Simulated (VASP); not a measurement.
Write the native input for VASP 6.6.1 that does the following.

* Task: relaxation of cell and atoms
* Functional: r2SCAN
* Potentials or basis: VASP PAW PBE potentials, release 64 (Pt, O, V_sv)
* Cutoff: 600 eV
* k mesh: 8 × 8 × 8
* Occupations: methfessel-paxton, width 0.0137 eV
* Spin: no spin polarisation
* Dipole correction: no
* Further INCAR settings: ALGO = Normal; EDIFF = 1e-07; IBRION = 2; EDIFFG = -0.01; NSW = 100; ISIF = 3

VPtO2:

```
Pt O V
1.0
     2.97855    0.00000    0.00000
    -1.48928    2.57950    0.00000
    -1.48928    0.85983    6.07321
Pt O V
1 2 1
Direct
  0.00000 0.00000 0.00000
  0.11120 0.88880 0.33360
  0.88880 0.11120 0.66640
  0.50000 0.50000 0.50000
```

These files were run (other wordings do the same):

POSCAR

```
VPtO2
1.0
    2.9785509000      0.0000000000      0.0000000000
   -1.4892759500      2.5795036500      0.0000000000
   -1.4892759500      0.8598308500      6.0732120700
Pt O V
1 2 1
Direct
    0.0000000000      0.0000000000      0.0000000000
    0.1112000000      0.8888000000      0.3336000000
    0.8888000000      0.1112000000      0.6664000000
    0.5000000000      0.5000000000      0.5000000000
```

INCAR.step1

```
PREC     = Accurate       # precision mode
ENCUT    = 600            # plane-wave cutoff, eV
ISMEAR   = 1              # smearing method
SIGMA    = 0.0137         # smearing width, eV
LREAL    = F              # projectors in reciprocal space
LASPH    = T              # aspherical terms in the spheres
NELM     = 100            # most SCF steps
GGA      = PE             # functional
ALGO     = Normal         # electronic algorithm
EDIFF    = 1E-4           # SCF threshold, eV
LWAVE    = T              # write WAVECAR
LCHARG   = F              # write CHGCAR
```

INCAR.step2

```
PREC     = Accurate       # precision mode
ENCUT    = 600            # plane-wave cutoff, eV
EDIFF    = 1E-7           # SCF threshold, eV
ISMEAR   = 1              # smearing method
SIGMA    = 0.0137         # smearing width, eV
LREAL    = F              # projectors in reciprocal space
LASPH    = T              # aspherical terms in the spheres
NELM     = 100            # most SCF steps
ALGO     = Normal         # electronic algorithm
ISIF     = 3              # what is computed and relaxed
LWAVE    = F              # write WAVECAR
LCHARG   = F              # write CHGCAR
METAGGA  = R2SCAN         # meta-GGA
LMIXTAU  = T            
IBRION   = 2              # ionic algorithm
NSW      = 100            # ionic steps
EDIFFG   = -0.01          # ionic threshold
ISTART   = 1
```

KPOINTS

```
regular mesh
0
Gamma
  8 8 8
```

Potentials or basis: VASP PAW PBE potentials, release 64 (Pt, O, V_sv).

Command:

```bash
$ cat potpaw_PBE.64/Pt/POTCAR potpaw_PBE.64/O/POTCAR potpaw_PBE.64/V_sv/POTCAR > POTCAR
$ cp INCAR.step1 INCAR
$ mpirun -np 1 vasp_std > vasp.out
$ cp INCAR.step2 INCAR
$ mpirun -np 1 vasp_std > vasp.out
```

Results of the run:

| Item | Value |
| --- | --- |
| Relaxed volume | 10.72 Å³/atom |
| Relaxed cell | a = 2.783 Å, b = 2.783 Å, c = 6.591 Å, α = 77.81°, β = 102.19°, γ = 120.00° |
| Space group after relaxing (to 0.1 Å) | R-3m (No. 166) |
| Energy gained by relaxing | 107.1 meV/atom |
| Ionic steps | 13 |
| Pressure after relaxing | 0.1 GPa |
| Band gap on the k mesh | zero (an odd number of electrons rules out a gap without spin polarisation) |

Caveat: the PAW data sets were made with another functional, which shifts forces and pressure a little; spin-orbit coupling is left out, which moves the levels of the heavy elements; an odd number of electrons without spin polarisation forces a metal; a magnetic or distorted state may lie lower; the run has no spin polarisation, though such a crystal can be magnetic; semilocal functionals often make such compounds metallic where correlation or magnetic order opens a gap, which also shifts bond lengths.

Run time: 35 min on 1 thread of Intel(R) Xeon(R) Platinum 8488C (Sapphire Rapids), on a shared host, peak memory 0.26 GiB.
